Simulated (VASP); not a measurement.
Runs of VASP 6.6.1 on SiMo3. The structure is that of space group Im-3m (No. 229), or close to it. The cells are those of the table. 

```tsv
task	cell	k mesh	cutoff (eV)	gap on the mesh (eV)	pressure (GPa)
single point	a = 4.462 Å, angles 109.5°, 4 atoms	12 × 12 × 12	520	none	0.3
single point	a = 4.466 Å, angles 109.5°, 4 atoms	6 × 6 × 6	520	none	0.3
relaxation of cell and atoms	relaxed from a = 4.625 Å, angles 109.5°, 4 atoms	4 × 4 × 4	600	none	-0.1
relaxation of cell and atoms	relaxed from a = 4.471 Å, angles 109.5°, 4 atoms	6 × 6 × 6	600	none	-0.4
single point	a = 4.625 Å, angles 109.5°, 4 atoms	4 × 4 × 4	520	none	-13.7
single point	a = 4.471 Å, angles 109.5°, 4 atoms	4 × 4 × 4	520	none	(a)
```

Alike in all rows: level PBE; potentials or basis VASP PAW PBE potentials, release 64 (Si, Mo_sv); no spin polarisation; smearing gaussian 0.1 eV.

**Question.** Estimate the missing entries.

**Answer.** (a) 0.2.

Caveats: some runs use coarse meshes; the relaxation stopped at its first step, so nothing moved (some runs).

A k mesh can miss the band edges, and the runs leave out spin-orbit coupling on Mo.

A gap of «none» marks levels without a gap at the run's occupations.
